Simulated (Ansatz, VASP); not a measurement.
Nb: VASP beside Ansatz

```
Nb
1.0
     0.00000    2.10080    2.10080
     2.10080    0.00000    2.10080
     2.10080    2.10080    0.00000
Nb
1
Direct
  0.00000 0.00000 0.00000
```

Change from the starting cell: volume scaled by 0.98.

Alike in both runs: task single point; functional LDA; k mesh 11 × 11 × 11; occupations fermi-dirac, width 0.05 eV; no spin polarisation.

|  | VASP | Ansatz |
| --- | --- | --- |
| version | VASP 6.6.1 | Ansatz 0.2.0 |
| potentials or method | VASP PAW LDA potentials, release 64 (Nb_sv), cutoff 520 eV | all-electron LAPW, scalar-relativistic |

|  | VASP | Ansatz | Ansatz less VASP |
| --- | --- | --- | --- |
| gap on the k mesh at the Fermi level (eV) | none | none | - |
| pressure (GPa) | -8.1 | -8.0 | +0.11 |

LDA's correlation is that of Perdew and Zunger in VASP and of Perdew and Wang (1992) in Ansatz. A gap of «none» marks a metal or a gap that the smearing closes. Ansatz ran all-electron here, and VASP with PAW potentials.
